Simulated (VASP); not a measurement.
A run of VASP 6.6.1 is set up as follows.

Contents of INCAR:

```
PREC = Accurate
ENCUT = 600
EDIFF = 1E-7
ISMEAR = 0
SIGMA = 0.1
LREAL = F
LASPH = T
NELM = 100
ALGO = Normal
ISIF = 3
LWAVE = F
LCHARG = F
GGA = PE
IBRION = 2
NSW = 100
EDIFFG = -0.01
```

File KPOINTS:

```
regular mesh
0
Gamma
  12 12 4
```

The input POSCAR:

```
K2SiB2
1.0
    3.5884402114      0.0000000000      0.0000000000
   -1.7942201057      3.1076803830      0.0000000000
    0.0000000000      0.0000000000      9.9683006068
K Si B
2 1 2
Direct
    0.6666666667      0.3333333333      0.2810961883
    0.3333333333      0.6666666667      0.7189038117
    0.0000000000      0.0000000000      0.0000000000
    0.6666666667      0.3333333333      0.9403465426
    0.3333333333      0.6666666667      0.0596534574
```

Potentials or basis: VASP PAW PBE potentials, release 64 (K_sv, Si, B).

Command:

```console
$ cat potpaw_PBE.64/K_sv/POTCAR potpaw_PBE.64/Si/POTCAR potpaw_PBE.64/B/POTCAR > POTCAR
$ mpirun -np 1 vasp_std > vasp.out
```

(1) What does it give for the relaxed cell?

(2) What does it give for the relaxed volume?

(3) Predict the band gap on the k mesh.

Results:

(1) a = 3.634 Å, b = 3.634 Å, c = 9.968 Å, α = 90.00°, β = 90.00°, γ = 120.00°.

(2) 22.80 Å³/atom.

(3) zero (band 14 reaches 3.09 eV, above the bottom of band 15 at 1.68 eV).
